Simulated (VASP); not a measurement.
A run of VASP 6.6.1 is set up as follows.

INCAR

```
SYSTEM = B
PREC     = Accurate       ! precision mode
ENCUT    = 520            ! plane-wave cutoff, eV
EDIFF    = 1E-7           ! SCF threshold, eV
ISMEAR   = 0              ! smearing method
SIGMA    = 0.1            ! smearing width, eV
LREAL    = .FALSE.        ! projectors in reciprocal space
LASPH    = .TRUE.         ! aspherical terms in the spheres
NELM     = 100            ! most SCF steps
ALGO     = Normal         ! electronic algorithm
ISIF     = 2              ! what is computed and relaxed
LWAVE    = .FALSE.        ! write WAVECAR
LCHARG   = .FALSE.        ! write CHGCAR
LDIPOL   = .TRUE.       
IDIPOL   = 3            
DIPOL    = 0.5 0.5 0.303
GGA      = PE             ! functional
NBANDS   = 10             ! bands
```

KPOINTS

```
Automatic mesh
0
G
  30 30 1
  0 0 0
```

Contents of POSCAR:

```
B
1.0
    1.8231237985      0.0000000000      0.0000000000
    0.0000000000      1.8231237985      0.0000000000
    0.0000000000      0.0000000000     26.4133484800
B
2
Direct
    0.0000000000      0.0000000000      0.3359955003
    0.0000000000      0.0000000000      0.2697588217
```

Potentials or basis: VASP PAW PBE potentials, release 64 (B).

Run with:

```sh
$ cat potpaw_PBE.64/B/POTCAR > POTCAR
$ mpirun -np 1 vasp_std > vasp.out
```

**Question.** What does it give for the largest force?

**Answer.** 0.011 eV/Å.

**Question.** Predict the band gap on the k mesh.

**Answer.** Zero (band 3 reaches -0.50 eV, above the bottom of band 4 at -2.59 eV).

Forces on the atoms (eV/Å):
```
B    0.000  0.000  0.011
B    0.000  0.000 -0.011
```
